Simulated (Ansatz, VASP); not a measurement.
**B3C in VASP and in Ansatz**

```
CELL_PARAMETERS angstrom
0.00000 2.34846 2.34846
2.34846 0.00000 2.34846
2.34846 2.34846 0.00000
ATOMIC_POSITIONS crystal
B 0.25000 0.25000 0.25000
B 0.75000 0.75000 0.75000
B 0.50000 0.50000 0.50000
C 0.00000 0.00000 0.00000
```

Change from the starting cell: species swapped into the Li3Rh type (Fm-3m, No. 225).

Alike in both runs: functional PBE; k mesh 6 × 6 × 6; occupations gaussian, width 0.2 eV; no spin polarisation.

Ansatz relaxed the structure, and its values are those at the end. VASP's run is a single point on that final structure, the one shown.

|  | VASP | Ansatz |
| --- | --- | --- |
| version | VASP 6.6.1 | Ansatz 0.2.0 |
| potentials or method | VASP PAW PBE potentials, release 64 (B, C), cutoff 600 eV | scalar-relativistic, plane waves, PAW |
| valence electrons in the cell | 13 | 13 |

```tsv
	VASP	Ansatz	Ansatz less VASP
gap on the k mesh at the Fermi level (eV)	none	none	-
pressure (GPa)	-0.2	0.0	+0.17
```

A gap of «none» marks a metal or a gap that the smearing closes.

The k mesh is coarse, so the values compare programs but aren't converged.
